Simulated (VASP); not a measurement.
Runs of VASP 6.6.1 on TaTi3. The structure is that of space group Fm-3m (No. 225), or close to it. The cells are those of the table. 

| cell | gap on the mesh (eV) | pressure (GPa) |
| --- | --- | --- |
| a = 4.589 Å, angles 60.0°, 4 atoms | none | (b) |
| a = 4.525 Å, angles 60.0°, 4 atoms | none | -1.9 |
| a = 4.620 Å, angles 60.0°, 4 atoms | none | -9.4 |
| a = 4.557 Å, angles 60.0°, 4 atoms | none | -4.6 |
| a = 4.680 Å, angles 60.0°, 4 atoms | none | (a) |

Alike in all rows: task single point; level LDA; potentials or basis VASP PAW LDA potentials, release 64 (Ti_sv, Ta_pv); no spin polarisation; k mesh 6 × 6 × 6; cutoff (eV) 520; smearing fermi-dirac 0.1 eV.

Problem. Fill in the values left out.

Solution. (a) -13.3; (b) -7.1.

Caveats: spin-orbit coupling is left out, which moves the levels of the heavy elements.

A k mesh can miss the band edges, and the runs leave out spin-orbit coupling on Ta.

A gap of «none» marks levels without a gap at the run's occupations.
